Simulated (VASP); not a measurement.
# MgBe (P4/mmm) in VASP: single point with PBE

Aim: the single point of MgBe with PBE.

Everything below comes from runs of VASP 6.6.1. Logs are shortened: lines on timing, memory, paths and dates and some standing lists are left out, and cuts for length are marked.

### 1 The cell of the first run

It takes space group P4/mmm (No. 123, tetragonal). Conventional cell: a = 3.068 Å, b = 3.068 Å, c = 3.086 Å, α = 90.00°, β = 90.00°, γ = 90.00°. Within 3.5 Å of Mg (site symmetry 4/mmm) lie 8 Be at 2.66 Å and 6 Mg at 3.07 to 3.09 Å. Be (site symmetry 4/mmm) has 8 Mg at 2.66 Å and 6 Be at 3.07 to 3.09 Å within 3.5 Å.

### 2 Single point, PBE

The input, INCAR:

```
SYSTEM = MgBe
ALGO = Normal
EDIFF = 1E-6
ENCUT = 600
GGA = PE
GGA_COMPAT = .FALSE.
ISIF = 2
ISMEAR = 0
LASPH = .TRUE.
LCHARG = .FALSE.
LREAL = .FALSE.
LWAVE = .FALSE.
NBANDS = 9
NELM = 120
PREC = Accurate
SIGMA = 0.1
```

The input, KPOINTS:

```
k-points
0
G
  6 6 6
  0 0 0
```

The input, POSCAR:

```
MgBe
1.0
    3.0678645865      0.0000000000      0.0000000000
    0.0000000000      3.0678645865      0.0000000000
    0.0000000000      0.0000000000      3.0860160488
Mg Be
1 1
Direct
    0.5000000000      0.5000000000      0.5000000000
    0.0000000000      0.0000000000      0.0000000000
```

Potentials or basis: VASP PAW PBE potentials, release 64 (Mg, Be).

Run with:

```sh
$ cat potpaw_PBE.64/Mg/POTCAR potpaw_PBE.64/Be/POTCAR > POTCAR
$ mpirun -np 1 vasp_std > vasp.out
```

OUTCAR:

```text
SYSTEM = MgBe
   EDIFF = 1E-6
   ENCUT = 600
   GGA = PE
   ISIF = 2
   ISMEAR = 0
   LASPH = .TRUE.
   LREAL = .FALSE.
   NELM = 120
   PREC = Accurate

 ion  position               nearest neighbor table
   1  0.500  0.500  0.500-   2 2.66   2 2.66   2 2.66   2 2.66   2 2.66   2 2.66   2 2.66   2 2.66

   2  0.000  0.000  0.000-   1 2.66   1 2.66   1 2.66   1 2.66   1 2.66   1 2.66   1 2.66   1 2.66

  LATTYP: Found a simple tetragonal cell.
 ALAT       =     3.0678645865
 C/A-ratio  =     1.0059166439

  Lattice vectors:

 A1 = (   3.0678645865,   0.0000000000,   0.0000000000)
 A2 = (   0.0000000000,   3.0678645865,   0.0000000000)
 A3 = (   0.0000000000,   0.0000000000,   3.0860160488)

Analysis of symmetry for initial positions (statically):
=====================================================================
 Subroutine PRICEL returns:
 Original cell was already a primitive cell.

 Routine SETGRP: Setting up the symmetry group for a
 simple tetragonal supercell.

 Subroutine GETGRP returns: Found 16 space group operations
 (whereof 16 operations were pure point group operations)
 out of a pool of 16 trial point group operations.

The static configuration has the point symmetry D_4h.

Analysis of symmetry for dynamics (positions and initial velocities):
=====================================================================
 Subroutine PRICEL returns:
 Original cell was already a primitive cell.

 Routine SETGRP: Setting up the symmetry group for a
 simple tetragonal supercell.

 Subroutine GETGRP returns: Found 16 space group operations
 (whereof 16 operations were pure point group operations)
 out of a pool of 16 trial point group operations.

The dynamic configuration has the point symmetry D_4h.

 Subroutine INISYM returns: Found 16 space group operations
 (whereof 16 operations are pure point group operations),
 and found     1 'primitive' translations

----------------------------------------------------------------------------------------

                                     Primitive cell

  volume of cell :      29.0449

  direct lattice vectors                    reciprocal lattice vectors
     3.067864586  0.000000000  0.000000000     0.325959628  0.000000000  0.000000000
     0.000000000  3.067864586  0.000000000     0.000000000  0.325959628  0.000000000
     0.000000000  0.000000000  3.086016049     0.000000000  0.000000000  0.324042385

  length of vectors
     3.067864586  3.067864586  3.086016049     0.325959628  0.325959628  0.324042385

  position of ions in fractional coordinates (direct lattice)
     0.500000000  0.500000000  0.500000000
     0.000000000  0.000000000  0.000000000

  ion indices of the primitive-cell ions
   primitive index   ion index
                 1           1
                 2           2

----------------------------------------------------------------------------------------

 KPOINTS: k-points

Automatic generation of k-mesh.
 Grid dimensions read from file:
 generate k-points for:    6    6    6

 Generating k-lattice:

  Cartesian coordinates                     Fractional coordinates (reciprocal lattice)
     0.054326605  0.000000000  0.000000000     0.166666667  0.000000000  0.000000000
     0.000000000  0.054326605  0.000000000     0.000000000  0.166666667  0.000000000
     0.000000000  0.000000000  0.054007064     0.000000000  0.000000000  0.166666667

  Length of vectors
     0.054326605  0.054326605  0.054007064

  Shift w.r.t. Gamma in fractional coordinates (k-lattice)
     0.000000000  0.000000000  0.000000000

 Subroutine IBZKPT returns following result:
 ===========================================

 Found     40 irreducible k-points:

 Following reciprocal coordinates:
            Coordinates               Weight
  0.000000  0.000000  0.000000      1.000000
  0.166667  0.000000  0.000000      4.000000
  0.333333  0.000000  0.000000      4.000000
  0.500000  0.000000  0.000000      2.000000
  0.166667  0.166667  0.000000      4.000000
  0.333333  0.166667  0.000000      8.000000
[... 16 lines left out ...]
  0.333333  0.000000  0.333333      8.000000
  0.500000  0.000000  0.333333      4.000000
 [... further k-points ...]
   k-points           NKPTS =     40   k-points in BZ     NKDIM =     40   number of bands    NBANDS=      9
   number of dos      NEDOS =    301   number of ions     NIONS =      2
   total plane-waves  NPLWV =  21952
   dimension x,y,z NGX =    28 NGY =   28 NGZ =   28
   dimension x,y,z NGXF=    56 NGYF=   56 NGZF=   56
   ions per type =               1   1
   NGX,Y,Z   is equivalent  to a cutoff of  15.17, 15.17, 15.08 a.u.
   NGXF,Y,Z  is equivalent  to a cutoff of  30.35, 30.35, 30.17 a.u.
 SYSTEM =  MgBe
   PREC   = accura    normal or accurate (medium, high low for compatibility)
   ISTART =      0    job   : 0-new  1-cont  2-samecut
   ICHARG =      2    charge: 1-file 2-atom 10-const
   ISPIN  =      1    spin polarized calculation?
   LNONCOLLINEAR =      F non collinear calculations
   LSORBIT =      F    spin-orbit coupling
   LASPH  =      T    aspherical Exc in radial PAW
   ENCUT  =  600.0 eV  44.10 Ry    6.64 a.u.   6.13  6.13  6.16*2*pi/ulx,y,z
   NELM   =    120;   NELMIN=  2; NELMDL= -5     # of ELM steps
   EDIFF  = 0.1E-05   stopping-criterion for ELM
   LREAL  =      F    real-space projection
   EDIFFG = 0.1E-04   stopping-criterion for IOM
   NSW    =      0    number of steps for IOM
   IBRION =     -1    ionic relax: 0-MD 1-quasi-New 2-CG
   NFREE  =      0    steps in history (QN), initial steepest desc. (CG)
   ISIF   =      2    stress and relaxation
   ISYM   =      2    0-nonsym 1-usesym 2-fastsym
   POTIM  = 0.5000    time-step for ionic-motion
   TEBEG  =    0.0;   TEEND  =   0.0 temperature during run
   PSTRESS=    0.0 pullay stress
   NELECT =       4.0000    total number of electrons
   NUPDOWN=      -1.0000    fix difference up-down
   EMIN   =  10.00;   EMAX   =-10.00  energy-range for DOS
   EFERMI =   0.00;   METHOD = LEGACY
   ISMEAR =     0;   SIGMA  =   0.10  broadening in eV -4-tet -1-fermi 0-gaus
   EFERMI_NEDOS =   21; number of points for ismear=-14 and -15
   IALGO  =     38    algorithm
   IMIX   =      4    mixing-type and parameters
     AMIX     =   0.40;   BMIX     =  1.00
     AMIX_MAG =   1.60;   BMIX_MAG =  1.00
  volume/ion in A,a.u.               =      14.52        98.00
  Fermi-wavevector in a.u.,A,eV,Ry     =   0.845418  1.597608  9.724506  0.714731
  Thomas-Fermi vector in A             =   1.960602
   LORBIT       =      0    0 simple, 1 ext, 2 COOP (PROOUT), +10 PAW based schemes
   GGA     = PE    functional components
   LHFCALC =     F    Hartree Fock is set to
   AEXX    =    0.0000 exact exchange contribution
   IVDW    =     0    specifies the selected vdW correction
   LEPSILON=     F    determine dielectric tensor
   LRPA    =     F    only Hartree local field effects (RPA)
 non-spin polarized calculation
 Gauss-broadening in eV      SIGMA  =   0.10
  energy-cutoff  :      600.00
  volume of cell :       29.04
 maximum number of plane-waves:       992
 NGX is ok and might be reduce to    28
   NGX = 13   NGY = 13   NGZ = 13

 number of electron       4.0000000 magnetization

 Free energy of the ion-electron system (eV)
  ---------------------------------------------------
  ext. energy  EPLUGINS =         0.00000000
  ---------------------------------------------------
  free energy    TOTEN  =        -4.52716167 eV

  energy without entropy =       -4.52288794  energy(sigma->0) =       -4.52502481

 E-fermi :   4.1464     XC(G=0):  -9.4009

 val. band max:        4.1307448021   @ k =   0.3333   0.0000   0.3333
 cond. band min:       4.1835751411   @ k =   0.3333   0.3333   0.0000
 fundamental gap:      0.0528303390
 Fermi energy:         4.1463978752

 k-point     1 :       0.0000    0.0000    0.0000
  band No.  band energies     occupation
      1      -4.4514      2.00000
      2       7.9031      0.00000
      3       8.0567      0.00000
      4       8.0567      0.00000
      5      10.1562      0.00000
      6      10.2417      0.00000
      7      15.1310      0.00000
      8      21.3980      0.00000
      9      21.4628      0.00000

 k-point     2 :       0.1667    0.0000    0.0000
  band No.  band energies     occupation
      1      -4.0479      2.00000
      2       5.1103      0.00000
      3       8.2128      0.00000
      4       8.3648      0.00000
      5      10.6122      0.00000
      6      12.9505      0.00000
      7      15.8586      0.00000
      8      18.8669      0.00000
      9      19.0244      0.00000

 k-point     3 :       0.3333    0.0000    0.0000
  band No.  band energies     occupation
      1      -2.8478      2.00000
      2       1.8047      2.00000
      3       9.0179      0.00000
      4       9.1641      0.00000
      5      11.9028      0.00000
      6      14.7874      0.00000
      7      15.9065      0.00000
      8      16.0857      0.00000
      9      16.8817      0.00000

 k-point     4 :       0.5000    0.0000    0.0000
  band No.  band energies     occupation
      1      -0.9060      2.00000
      2      -0.8555      2.00000
      3       9.6101      0.00000
      4       9.7491      0.00000
      5      13.5366      0.00000
      6      14.5595      0.00000
      7      14.7485      0.00000
      8      14.8509      0.00000
      9      15.8580      0.00000
[... 205 lines left out ...]
 k-point    22 :       0.1667    0.0000    0.3333
  band No.  band energies     occupation
      1      -2.4718      2.00000
      2       2.0745      2.00000
      3       6.6890      0.00000
      4       9.4711      0.00000
      5      11.7636      0.00000
      6      13.8874      0.00000
      7      16.3365      0.00000
      8      16.5106      0.00000
      9      17.7543      0.00000

 k-point    23 :       0.3333    0.0000    0.3333
  band No.  band energies     occupation
      1      -1.3052      2.00000
      2       2.5615      2.00000
      3       4.1307      1.17519
      4       8.5915      0.00000
      5      10.3217      0.00000
      6      14.9257      0.00000
      7      17.0369      0.00000
      8      17.0536      0.00000
      9      17.6992      0.00000

 k-point    24 :       0.5000    0.0000    0.3333
  band No.  band energies     occupation
      1       0.4551      2.00000
      2       0.6955      2.00000
      3       4.7062      0.00000
      4       6.6620      0.00000
      5      10.9511      0.00000
      6      15.9635      0.00000
      7      16.0767      0.00000
      8      16.4286      0.00000
      9      18.2711      0.00000

 [... further k-points ...]
[... 5 lines left out ...]
  --------------------------------------------------------------------------------------
  -------------------------------------------------------------------------------------
  Total        0.0171034      0.0171034      0.0078555      0.0000000      0.0000000      0.0000000
  in kB        0.9434573      0.9434573      0.4333237      0.0000000      0.0000000      0.0000000
  external PRESSURE =       0.7734127 kB  Pullay stress =       0.0000000 kB

 VOLUME and BASIS-vectors are now :
 -----------------------------------------------------------------------------
  energy-cutoff  :      600.00
  volume of cell :       29.04
      direct lattice vectors                 reciprocal lattice vectors
     3.067864586  0.000000000  0.000000000     0.325959628  0.000000000  0.000000000
     0.000000000  3.067864586  0.000000000     0.000000000  0.325959628  0.000000000
     0.000000000  0.000000000  3.086016049     0.000000000  0.000000000  0.324042385

 POSITION                                       TOTAL-FORCE (eV/Angst)
 -----------------------------------------------------------------------------------
      1.53393      1.53393      1.54301         0.000000      0.000000      0.000000
      0.00000      0.00000      0.00000         0.000000      0.000000      0.000000
 -----------------------------------------------------------------------------------
    total drift:                               -0.000000     -0.000000     -0.000000

  FREE ENERGIE OF THE ION-ELECTRON SYSTEM (eV)
  ---------------------------------------------------
  free  energy   TOTEN  =        -4.5271616721 eV

  energy  without entropy=       -4.5228879405  energy(sigma->0) =       -4.52502481
```

It took 14 s on 1 thread of AMD EPYC 7R43 (Zen 3), shared host; peak memory 0.12 GiB.

What came out:

```yaml
Free_energy: -4.5272 eV
Pressure: 0.1 GPa
Band_gap_on_the_k_mesh: zero (band 2 reaches 7.90 eV, above the bottom of band 3 at 2.73 eV)
```
